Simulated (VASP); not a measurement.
# TiB4 (P-6m2) in VASP: notebook, part 3 of 3

VASP 6.6.1. Earlier steps stand in the parts before.

## Step 7: Relaxation of cell and atoms, PBE

This run uses another cell than the first one, of 9.28 Å³/atom, 1.067 times its volume.

File INCAR:

```
SYSTEM = TiB4
  PREC = Accurate
  ENCUT = 600
  EDIFF = 1E-6
  ISMEAR = 0
  SIGMA = 0.1
  LREAL = .FALSE.
  LASPH = .TRUE.
  NELM = 60
  ALGO = Normal
  ISIF = 3
  LWAVE = .FALSE.
  LCHARG = .FALSE.
  GGA = PE
  IBRION = 2
  NSW = 100
  EDIFFG = -0.01
```

File KPOINTS:

```
Automatic mesh
0
G
  12 12 8
  0 0 0
```

File POSCAR:

```
TiB4
1.0
    3.0450018828      0.0000000000      0.0000000000
   -1.5225009414      2.6370489851      0.0000000000
    0.0000000000      0.0000000000      5.7756876254
Ti B
1 4
Direct
    0.0000000000      0.0000000000      0.0000000000
    0.6666666667      0.3333333333      0.3005329451
    0.6666666667      0.3333333333      0.6994670549
    0.0000000000      0.0000000000      0.6412472236
    0.0000000000      0.0000000000      0.3587527764
```

Potentials or basis: VASP PAW PBE potentials, release 64 (Ti_sv, B).

Command:

```
> cat potpaw_PBE.64/Ti_sv/POTCAR potpaw_PBE.64/B/POTCAR > POTCAR
> mpirun -np 1 vasp_std > vasp.out
```

OUTCAR:

```text
SYSTEM = TiB4
   PREC = Accurate
   ENCUT = 600
   EDIFF = 1E-6
   ISMEAR = 0
   LREAL = .FALSE.
   LASPH = .TRUE.
   NELM = 60
   ISIF = 3
   GGA = PE
   IBRION = 2
   NSW = 100
   EDIFFG = -0.01

 ion  position               nearest neighbor table
   1  0.000  0.000  0.000-   4 2.07   5 2.07   2 2.47   3 2.47   2 2.47   3 2.47   2 2.47   3 2.47

   2  0.667  0.333  0.301-   5 1.79   5 1.79   5 1.79   1 2.47   1 2.47   1 2.47
   3  0.667  0.333  0.699-   4 1.79   4 1.79   4 1.79   1 2.47   1 2.47   1 2.47
   4  0.000  0.000  0.641-   5 1.63   3 1.79   3 1.79   3 1.79   1 2.07
   5  0.000  0.000  0.359-   4 1.63   2 1.79   2 1.79   2 1.79   1 2.07

  LATTYP: Found a hexagonal cell.
 ALAT       =     3.0450018828
 C/A-ratio  =     1.8967763725

  Lattice vectors:

 A1 = (   3.0450018828,   0.0000000000,   0.0000000000)
 A2 = (  -1.5225009414,   2.6370489851,   0.0000000000)
 A3 = (   0.0000000000,   0.0000000000,   5.7756876254)

Analysis of symmetry for initial positions (statically):
=====================================================================
 Subroutine PRICEL returns:
 Original cell was already a primitive cell.

 Routine SETGRP: Setting up the symmetry group for a
 hexagonal supercell.

 Subroutine GETGRP returns: Found 12 space group operations
 (whereof 12 operations were pure point group operations)
 out of a pool of 24 trial point group operations.

The static configuration has the point symmetry D_3h.

Analysis of symmetry for dynamics (positions and initial velocities):
=====================================================================
 Subroutine PRICEL returns:
 Original cell was already a primitive cell.

 Routine SETGRP: Setting up the symmetry group for a
 hexagonal supercell.

 Subroutine GETGRP returns: Found 12 space group operations
 (whereof 12 operations were pure point group operations)
 out of a pool of 24 trial point group operations.

The dynamic configuration has the point symmetry D_3h.

 Subroutine INISYM returns: Found 12 space group operations
 (whereof 12 operations are pure point group operations),
 and found     1 'primitive' translations

----------------------------------------------------------------------------------------

                                     Primitive cell

  volume of cell :      46.3777

  direct lattice vectors                    reciprocal lattice vectors
     3.045001883  0.000000000  0.000000000     0.328407022  0.189605882  0.000000000
    -1.522500941  2.637048985  0.000000000     0.000000000  0.379211765  0.000000000
     0.000000000  0.000000000  5.775687625     0.000000000  0.000000000  0.173139558

  length of vectors
     3.045001883  3.045001883  5.775687625     0.379211765  0.379211765  0.173139558

  position of ions in fractional coordinates (direct lattice)
     0.000000000  0.000000000  0.000000000
     0.666666667  0.333333333  0.300532945
     0.666666667  0.333333333  0.699467055
     0.000000000  0.000000000  0.641247224
     0.000000000  0.000000000  0.358752776

  ion indices of the primitive-cell ions
   primitive index   ion index
                 1           1
                 2           2
                 3           3
                 4           4
[... 55 lines left out ...]
   k-points           NKPTS =     95   k-points in BZ     NKDIM =     95   number of bands    NBANDS=     16
   number of dos      NEDOS =    301   number of ions     NIONS =      5
   total plane-waves  NPLWV =  27648
   dimension x,y,z NGX =    24 NGY =   24 NGZ =   48
   dimension x,y,z NGXF=    48 NGYF=   48 NGZF=   96
   ions per type =               1   4
   NGX,Y,Z   is equivalent  to a cutoff of  13.10, 13.10, 13.82 a.u.
   NGXF,Y,Z  is equivalent  to a cutoff of  26.21, 26.21, 27.63 a.u.
 SYSTEM =  TiB4
   PREC   = accura    normal or accurate (medium, high low for compatibility)
   ISTART =      0    job   : 0-new  1-cont  2-samecut
   ICHARG =      2    charge: 1-file 2-atom 10-const
   ISPIN  =      1    spin polarized calculation?
   LNONCOLLINEAR =      F non collinear calculations
   LSORBIT =      F    spin-orbit coupling
   LASPH  =      T    aspherical Exc in radial PAW
   ENCUT  =  600.0 eV  44.10 Ry    6.64 a.u.   6.08  6.08 11.54*2*pi/ulx,y,z
   NELM   =     60;   NELMIN=  2; NELMDL= -5     # of ELM steps
   EDIFF  = 0.1E-05   stopping-criterion for ELM
   LREAL  =      F    real-space projection
   EDIFFG = -.1E-01   stopping-criterion for IOM
   NSW    =    100    number of steps for IOM
   IBRION =      2    ionic relax: 0-MD 1-quasi-New 2-CG
   NFREE  =      1    steps in history (QN), initial steepest desc. (CG)
   ISIF   =      3    stress and relaxation
   ISYM   =      2    0-nonsym 1-usesym 2-fastsym
   POTIM  = 0.5000    time-step for ionic-motion
   TEBEG  =    0.0;   TEEND  =   0.0 temperature during run
   PSTRESS=    0.0 pullay stress
   NELECT =      24.0000    total number of electrons
   NUPDOWN=      -1.0000    fix difference up-down
   EMIN   =  10.00;   EMAX   =-10.00  energy-range for DOS
   EFERMI =   0.00;   METHOD = LEGACY
   ISMEAR =     0;   SIGMA  =   0.10  broadening in eV -4-tet -1-fermi 0-gaus
   EFERMI_NEDOS =   21; number of points for ismear=-14 and -15
   IALGO  =     38    algorithm
   IMIX   =      4    mixing-type and parameters
     AMIX     =   0.40;   BMIX     =  1.00
     AMIX_MAG =   1.60;   BMIX_MAG =  1.00
  volume/ion in A,a.u.               =       9.28        62.59
  Fermi-wavevector in a.u.,A,eV,Ry     =   1.314343  2.483748 23.504035  1.727498
  Thomas-Fermi vector in A             =   2.444603
   LORBIT       =      0    0 simple, 1 ext, 2 COOP (PROOUT), +10 PAW based schemes
   GGA     = PE    functional components
   LHFCALC =     F    Hartree Fock is set to
   AEXX    =    0.0000 exact exchange contribution
   IVDW    =     0    specifies the selected vdW correction
   LEPSILON=     F    determine dielectric tensor
   LRPA    =     F    only Hartree local field effects (RPA)
 conjugate gradient relaxation of ions
 non-spin polarized calculation
 Gauss-broadening in eV      SIGMA  =   0.10
  energy-cutoff  :      600.00
  volume of cell :       46.38
 maximum number of plane-waves:      1596
   NGX = 13   NGY = 13   NGZ = 23

--------------------------------------- Ionic step        1  -------------------------------------------

 number of electron      24.0000000 magnetization

 Free energy of the ion-electron system (eV)
  ---------------------------------------------------
  ext. energy  EPLUGINS =         0.00000000
  ---------------------------------------------------
  free energy    TOTEN  =       -33.89868293 eV

  energy without entropy =      -33.88102261  energy(sigma->0) =      -33.88985277

------------------------ aborting loop because EDIFF is reached ----------------------------------------

  FORCE on cell =-STRESS in cart. coord.  units (eV):
  Direction    XX          YY          ZZ          XY          YZ          ZX
  --------------------------------------------------------------------------------------
  -------------------------------------------------------------------------------------
  Total       -0.1540961     -0.1540961      0.2337861      0.0000000      0.0000000      0.0000000
  in kB       -5.3234453     -5.3234453      8.0764370      0.0000000      0.0000000      0.0000000
  external PRESSURE =      -0.8568179 kB  Pullay stress =       0.0000000 kB
[... 221 lines left out ...]
--------------------------------------- Ionic step        7  -------------------------------------------

 number of electron      24.0000001 magnetization

 Free energy of the ion-electron system (eV)
  ---------------------------------------------------
  ext. energy  EPLUGINS =         0.00000000
  ---------------------------------------------------
  free energy    TOTEN  =       -33.89984912 eV

  energy without entropy =      -33.88196662  energy(sigma->0) =      -33.89090787

 E-fermi :   6.4656     XC(G=0): -11.6392

 val. band max:        6.4637837002   @ k =   0.2500  -0.0000   0.2500
 cond. band min:       6.4667344833   @ k =   0.3333   0.0000   0.3750
 fundamental gap:      0.0029507831
 Fermi energy:         6.4655844210

 k-point     1 :       0.0000    0.0000    0.0000
  band No.  band energies     occupation
      1     -50.1054      2.00000
      2     -26.2823      2.00000
      3     -26.2815      2.00000
      4     -26.2815      2.00000
      5      -6.5897      2.00000
      6      -2.4609      2.00000
[... 433 lines left out ...]
      3     -26.3418      2.00000
      4     -26.2352      2.00000
      5      -4.7199      2.00000
      6      -1.1730      2.00000
[... 8 lines left out ...]
     15       8.9776      0.00000
     16      10.3359      0.00000

 [... further k-points ...]

------------------------ aborting loop because EDIFF is reached ----------------------------------------

  FORCE on cell =-STRESS in cart. coord.  units (eV):
  Direction    XX          YY          ZZ          XY          YZ          ZX
  --------------------------------------------------------------------------------------
  -------------------------------------------------------------------------------------
  Total        0.0174988      0.0174988      0.0093452      0.0000000      0.0000000      0.0000000
  in kB        0.6055408      0.6055408      0.3233871      0.0000000      0.0000000      0.0000000
  external PRESSURE =       0.5114896 kB  Pullay stress =       0.0000000 kB
[... 20 lines left out ...]
  FREE ENERGIE OF THE ION-ELECTRON SYSTEM (eV)
  ---------------------------------------------------
  free  energy   TOTEN  =       -33.8998491242 eV

  energy  without entropy=      -33.8819666248  energy(sigma->0) =      -33.89090787

 reached required accuracy - stopping structural energy minimisation
```

Wall time 8.6 min (1 thread of AMD EPYC 7R13, shared host); peak memory 0.21 GiB.

Results:

- Free energy: -33.8998 eV
- Relaxed volume: 9.26 Å³/atom
- Relaxed cell: a = 3.041 Å, b = 3.041 Å, c = 5.781 Å, α = 90.00°, β = 90.00°, γ = 120.00°
- Space group after relaxing (to 0.05 Å): P-6m2 (No. 187)
- Energy gained by relaxing: 0.2 meV/atom
- Ionic steps: 7
- Pressure after relaxing: 0.1 GPa
- Largest force after relaxing: 0.003 eV/Å
- Band gap on the k mesh: zero (band 12 reaches 7.07 eV, above the bottom of band 13 at 5.75 eV)

Forces on the atoms (eV/Å):
```
Ti   0.000  0.000  0.000
B    0.000  0.000 -0.003
B    0.000  0.000  0.003
B    0.000  0.000 -0.002
B    0.000  0.000  0.002
```

The path:
| step | energy change (eV) | largest force (eV/Å) | pressure (GPa) | volume (Å³) |
| --- | --- | --- | --- | --- |
| 1 | 0.0000 | 0.0582 | -0.09 | 46.38 |
| 2 | -0.0004 | 0.0688 | -0.10 | 46.34 |
| 3 | -0.0006 | 0.0476 | -0.10 | 46.35 |
| 4 | -0.0008 | 0.0379 | 0.03 | 46.31 |
| 5 | -0.0009 | 0.0369 | 0.22 | 46.26 |
| 6 | -0.0011 | 0.0233 | 0.17 | 46.27 |
| 7 | -0.0012 | 0.0031 | 0.05 | 46.30 |

Final structure:
```yaml
crystal:
  lattice:
    - [3.04101, 0.00000, 0.00000]
    - [-1.52051, 2.63360, 0.00000]
    - [0.00000, 0.00000, 5.78107]
  atoms:
    - { symbol: Ti, position: [0.00000, 0.00000, 0.00000] }
    - { symbol: B, position: [0.66667, 0.33333, 0.30306] }
    - { symbol: B, position: [0.66667, 0.33333, 0.69694] }
    - { symbol: B, position: [0.00000, 0.00000, 0.64143] }
    - { symbol: B, position: [0.00000, 0.00000, 0.35857] }
```

## Step 8: The runs side by side

| task | spin | cell | k mesh | cutoff (eV) | gap on the mesh (eV) | pressure (GPa) | relaxed volume (Å³/atom) | largest force (eV/Å) |
| --- | --- | --- | --- | --- | --- | --- | --- | --- |
| single point | off | a = 3.082, b = 3.082, c = 5.282 Å, angles 90.0, 90.0, 120.0°, 5 atoms | 6 × 6 × 4 | 520 | none | 90.3 | - | 38.07 |
| single point | off | a = 3.045, b = 3.045, c = 5.776 Å, angles 90.0, 90.0, 120.0°, 5 atoms | 6 × 6 × 4 | 520 | none | 0.0 | - | 0.02 |
| relaxation of cell and atoms | off | relaxed from a = 3.082, b = 3.082, c = 5.282 Å, angles 90.0, 90.0, 120.0°, 5 atoms | 6 × 6 × 4 | 600 | none | -0.2 | 9.29 | 0.02 |
| single point | collinear, ferromagnetic start | a = 3.045, b = 3.045, c = 5.776 Å, angles 90.0, 90.0, 120.0°, 5 atoms | 6 × 6 × 4 | 520 | none | 0.0 | - | 0.03 |
| single point | off | a = 3.041, b = 3.041, c = 5.780 Å, angles 90.0, 90.0, 120.0°, 5 atoms | 12 × 12 × 8 | 520 | none | 0.0 | - | 0.01 |
| relaxation of cell and atoms | off | relaxed from a = 3.045, b = 3.045, c = 5.776 Å, angles 90.0, 90.0, 120.0°, 5 atoms | 12 × 12 × 8 | 600 | none | 0.1 | 9.26 | - |

Alike in all rows: level PBE; potentials or basis VASP PAW PBE potentials, release 64 (Ti_sv, B); smearing gaussian 0.1 eV.

Caveats: some runs use coarse meshes; forces of over 1 eV/Å act on the atoms, so gaps and moduli don't describe the material at rest (some runs).

Absolute energies hang on the potentials; compare differences alone.
